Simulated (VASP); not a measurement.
A run of VASP 6.6.1 is set up as follows.

The input INCAR:

```
SYSTEM = Ni
ALGO = Normal
EDIFF = 1E-6
EDIFFG = -0.03
ENCUT = 600
GGA = CA
IBRION = 2
ISIF = 3
ISMEAR = 0
ISPIN = 2
LASPH = .True.
LCHARG = .False.
LMAXMIX = 4
LORBIT = 11
LREAL = .False.
LWAVE = .False.
MAGMOM = 1.5
NELM = 150
NSW = 80
PREC = Accurate
SIGMA = 0.1
```

KPOINTS

```
k-points
0
Gamma
  12 12 12
  0 0 0
```

The input POSCAR:

```
Ni
1.0
    0.0000000000      1.7619350000      1.7619350000
    1.7619350000      0.0000000000      1.7619350000
    1.7619350000      1.7619350000      0.0000000000
Ni
1
Direct
    0.0000000000      0.0000000000      0.0000000000
```

Potentials or basis: VASP PAW LDA potentials, release 64 (Ni).

The run is started by

```sh
$ cat potpaw_LDA.64/Ni/POTCAR > POTCAR
$ mpirun -np 1 vasp_std > vasp.out
```

Q: What does it give for the space group after relaxing (to 0.05 Å)?

A: Fm-3m (No. 225).

Q: Predict the net moment.

A: 0.51 μB per cell.

Q: Predict the relaxed cell.

A: a = 2.420 Å, b = 2.420 Å, c = 2.420 Å, α = 60.00°, β = 60.00°, γ = 60.00°.

Step by step:
```csv
step,energy change (eV),largest force (eV/Å),pressure (GPa),volume (Å³)
1,0.0000,0.0000,-17.90,10.94
2,0.0184,0.0000,29.73,9.12
3,-0.0571,0.0000,-0.38,10.02
```

LDA usually gives volumes a few per cent too small. Zero-point motion and thermal expansion aren't in these numbers.
